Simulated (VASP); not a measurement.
# AuSF4 (F-43m) in VASP: single point with PBE

Aim: the single point of AuSF4 with PBE.

Everything below comes from runs of VASP 6.6.1. Logs are shortened: lines on timing, memory, paths and dates and some standing lists are left out, and cuts for length are marked.

## (1) The cell of the first run

The structure is cubic, space group F-43m (No. 216). Conventional cell: a = 6.578 Å, b = 6.578 Å, c = 6.578 Å, α = 90.00°, β = 90.00°, γ = 90.00°. Within 3.6 Å of S (site symmetry -43m) lie 12 F at 2.73 Å and 4 Au at 2.85 Å. Within 3.6 Å of Au (site symmetry -43m) lie 12 F at 2.73 Å and 4 S at 2.85 Å. Within 3.1 Å of F (site symmetry 3m) lie 6 F at 2.31 to 2.34 Å and 3 Au at 2.73 Å and 3 S at 2.73 Å.

## (2) Single point, PBE, collinear spin

Contents of INCAR:

```
PREC = Accurate
ENCUT = 520
EDIFF = 1E-6
ISMEAR = 0
SIGMA = 0.1
LREAL = False
LASPH = True
NELM = 150
ALGO = Normal
ISIF = 2
LWAVE = False
LCHARG = False
ISPIN = 2
MAGMOM = -0.21 0 0.38 0.38 0.38 0.38
LORBIT = 11
LMAXMIX = 4
GGA = PE
NBANDS = 36
```

Contents of KPOINTS:

```
regular mesh
0
Gamma
  10 10 10
```

Contents of POSCAR:

```
AuSF4
1.0
    0.0000000000      3.2891959578      3.2891959578
    3.2891959578      0.0000000000      3.2891959578
    3.2891959578      3.2891959578      0.0000000000
S Au F
1 1 4
Direct
    0.0000000000      0.0000000000      0.0000000000
    0.2500000000      0.2500000000      0.2500000000
    0.6243188540      0.6243188540      0.1270434381
    0.6243188540      0.1270434381      0.6243188540
    0.1270434381      0.6243188540      0.6243188540
    0.6243188540      0.6243188540      0.6243188540
```

Potentials or basis: VASP PAW PBE potentials, release 64 (S, Au, F).

The run is started by

```console
$ cat potpaw_PBE.64/S/POTCAR potpaw_PBE.64/Au/POTCAR potpaw_PBE.64/F/POTCAR > POTCAR
$ mpirun -np 1 vasp_std > vasp.out
```

OUTCAR:

```text
PREC = Accurate
   ENCUT = 520
   EDIFF = 1E-6
   ISMEAR = 0
   LREAL = False
   LASPH = True
   NELM = 150
   ISIF = 2
   ISPIN = 2
   LORBIT = 11
   GGA = PE

 ion  position               nearest neighbor table
   1  0.000  0.000  0.000-   2 2.85   2 2.85   2 2.85   2 2.85
   2  0.250  0.250  0.250-   4 2.73   5 2.73   3 2.73   5 2.73   3 2.73   4 2.73   6 2.73   6 2.73
                             6 2.73   3 2.73   4 2.73   5 2.73   1 2.85   1 2.85   1 2.85   1 2.85
   3  0.624  0.624  0.127-   2 2.73   2 2.73   2 2.73
   4  0.624  0.127  0.624-   2 2.73   2 2.73   2 2.73
   5  0.127  0.624  0.624-   2 2.73   2 2.73   2 2.73
   6  0.624  0.624  0.624-   2 2.73   2 2.73   2 2.73

  LATTYP: Found a face centered cubic cell.
 ALAT       =     6.5783919156

  Lattice vectors:

 A1 = (   0.0000000000,   3.2891959578,   3.2891959578)
 A2 = (   3.2891959578,   0.0000000000,   3.2891959578)
 A3 = (   3.2891959578,   3.2891959578,   0.0000000000)

Analysis of symmetry for initial positions (statically):
=====================================================================
 Subroutine PRICEL returns:
 Original cell was already a primitive cell.

 Routine SETGRP: Setting up the symmetry group for a
 face centered cubic supercell.

 Subroutine GETGRP returns: Found 24 space group operations
 (whereof 24 operations were pure point group operations)
 out of a pool of 48 trial point group operations.

The static configuration has the point symmetry T_d .

Analysis of symmetry for dynamics (positions and initial velocities):
=====================================================================
 Subroutine PRICEL returns:
 Original cell was already a primitive cell.

 Routine SETGRP: Setting up the symmetry group for a
 face centered cubic supercell.

 Subroutine GETGRP returns: Found 24 space group operations
 (whereof 24 operations were pure point group operations)
 out of a pool of 48 trial point group operations.

The dynamic configuration has the point symmetry T_d .

Analysis of structural, dynamic, and magnetic symmetry:
=====================================================================
 Subroutine PRICEL returns:
 Original cell was already a primitive cell.

 Routine SETGRP: Setting up the symmetry group for a
 face centered cubic supercell.

 Subroutine GETGRP returns: Found 24 space group operations
 (whereof 24 operations were pure point group operations)
 out of a pool of 48 trial point group operations.

The overall configuration has the point symmetry T_d .

 Subroutine INISYM returns: Found 24 space group operations
 (whereof 24 operations are pure point group operations),
 and found     1 'primitive' translations

[... 143 lines left out ...]

 Free energy of the ion-electron system (eV)
  ---------------------------------------------------
  ext. energy  EPLUGINS =         0.00000000
  ---------------------------------------------------
  free energy    TOTEN  =       -12.55833280 eV

  energy without entropy =      -12.51792836  energy(sigma->0) =      -12.53813058

 E-fermi :   2.7687     XC(G=0): -11.2342

 val. band max:        2.7615428359   @ k =   0.5000   0.4000   0.0000
 cond. band min:       2.7707651880   @ k =   0.4000   0.4000   0.0000
 fundamental gap:      0.0092223521
 Fermi energy:         2.7687104090

 spin component 1

 k-point     1 :       0.0000    0.0000    0.0000
  band No.  band energies     occupation
      1     -19.1693      1.00000
      2     -17.4619      1.00000
      3     -17.4619      1.00000
      4     -17.4619      1.00000
      5      -9.5066      1.00000
      6      -2.3121      1.00000
[... 877 lines left out ...]
     33      18.3430      0.00000
     34      18.6120      0.00000

 [... further k-points ...]

 spin component 2

 k-point     1 :       0.0000    0.0000    0.0000
  band No.  band energies     occupation
      1     -19.7496      1.00000
      2     -18.1025      1.00000
      3     -18.1025      1.00000
      4     -18.1025      1.00000
      5      -9.2640      1.00000
      6      -2.7913      1.00000
[... 877 lines left out ...]
     33      18.4270      0.00000
     34      18.7323      0.00000

 [... further k-points ...]

 [bands above 34 left out]

------------------------ aborting loop because EDIFF is reached ----------------------------------------

  FORCE on cell =-STRESS in cart. coord.  units (eV):
  Direction    XX          YY          ZZ          XY          YZ          ZX
  --------------------------------------------------------------------------------------
  -------------------------------------------------------------------------------------
  Total       -0.1831798     -0.1831798     -0.1831798     -0.0000000     -0.0000000     -0.0000000
  in kB       -4.1237170     -4.1237170     -4.1237170     -0.0000000     -0.0000000     -0.0000000
  external PRESSURE =      -4.1237170 kB  Pullay stress =       0.0000000 kB

 VOLUME and BASIS-vectors are now :
 -----------------------------------------------------------------------------
  energy-cutoff  :      520.00
  volume of cell :       71.17
      direct lattice vectors                 reciprocal lattice vectors
     0.000000000  3.289195958  3.289195958    -0.152012834  0.152012834  0.152012834
     3.289195958  0.000000000  3.289195958     0.152012834 -0.152012834  0.152012834
     3.289195958  3.289195958  0.000000000     0.152012834  0.152012834 -0.152012834

 POSITION                                       TOTAL-FORCE (eV/Angst)
 -----------------------------------------------------------------------------------
      0.00000      0.00000      0.00000        -0.000000     -0.000000     -0.000000
      1.64460      1.64460      1.64460        -0.000000     -0.000000     -0.000000
      2.47138      2.47138      4.10701         0.000309      0.000309     -0.000309
      2.47138      4.10701      2.47138         0.000309     -0.000309      0.000309
      4.10701      2.47138      2.47138        -0.000309      0.000309      0.000309
      4.10701      4.10701      4.10701        -0.000309     -0.000309     -0.000309
 -----------------------------------------------------------------------------------
    total drift:                               -0.000001     -0.000001     -0.000001

  FREE ENERGIE OF THE ION-ELECTRON SYSTEM (eV)
  ---------------------------------------------------
  free  energy   TOTEN  =       -12.5583327991 eV

  energy  without entropy=      -12.5179283563  energy(sigma->0) =      -12.53813058

 total charge

# of ion       s       p       d       tot
------------------------------------------
    1        1.454   1.854   0.000   3.308
    2        0.329   0.143   8.705   9.177
    3        1.765   4.154   0.000   5.919
    4        1.765   4.154   0.000   5.919
    5        1.765   4.154   0.000   5.919
    6        1.765   4.154   0.000   5.919
--------------------------------------------------
tot          8.842  18.612   8.705  36.160

 magnetization (x)

# of ion       s       p       d       tot
------------------------------------------
    1        0.005   0.160   0.000   0.166
    2       -0.005   0.005   0.066   0.066
    3       -0.001  -0.326   0.000  -0.328
    4       -0.001  -0.326   0.000  -0.328
    5       -0.001  -0.326   0.000  -0.328
    6       -0.001  -0.326   0.000  -0.328
--------------------------------------------------
tot         -0.005  -1.140   0.066  -1.079
```

OSZICAR:

```text
N       E                     dE             d eps       ncg     rms          rms(c)
DAV:   1     0.268619834072E+03    0.26862E+03   -0.24520E+04  6768   0.120E+03
DAV:   2    -0.944507521288E+01   -0.27806E+03   -0.26412E+03  7464   0.295E+02
DAV:   3    -0.220135001715E+02   -0.12568E+02   -0.12412E+02  8072   0.602E+01
DAV:   4    -0.220830667402E+02   -0.69567E-01   -0.69542E-01  7736   0.507E+00
[... 12 lines left out ...]
DAV:  17    -0.125582908897E+02   -0.89874E-04   -0.27642E-04  7832   0.970E-02    0.115E-01
DAV:  18    -0.125583191581E+02   -0.28268E-04   -0.17401E-04  7656   0.660E-02    0.221E-02
DAV:  19    -0.125583292943E+02   -0.10136E-04   -0.44499E-05  7844   0.268E-02    0.180E-02
DAV:  20    -0.125583323962E+02   -0.31019E-05   -0.21568E-05  6984   0.120E-02    0.328E-02
DAV:  21    -0.125583327991E+02   -0.40294E-06   -0.37101E-06  6248   0.115E-02
   1 F= -.12558333E+02 E0= -.12538131E+02  d E =-.404044E-01  mag=    -1.0813
```

Run time: 6.3 min. Hardware: 1 thread of Intel Xeon Platinum 8259CL at 2.50GHz (Skylake/Cascade Lake), shared host; peak memory 0.36 GiB.

Results:

| Property | Result |
| --- | --- |
| Free energy | -12.5583 eV |
| Pressure | -0.4 GPa |
| Net moment | -1.08 μB per cell |
| Site moments | S +0.17; Au +0.07; F -0.33 μB |
| Valence electrons inside the program's atomic spheres | S 3.31; Au 9.18; F 5.92 |

Caveat: a moment this small can come from the mesh or the smearing; spin-orbit coupling is left out, which moves the levels of the heavy elements.
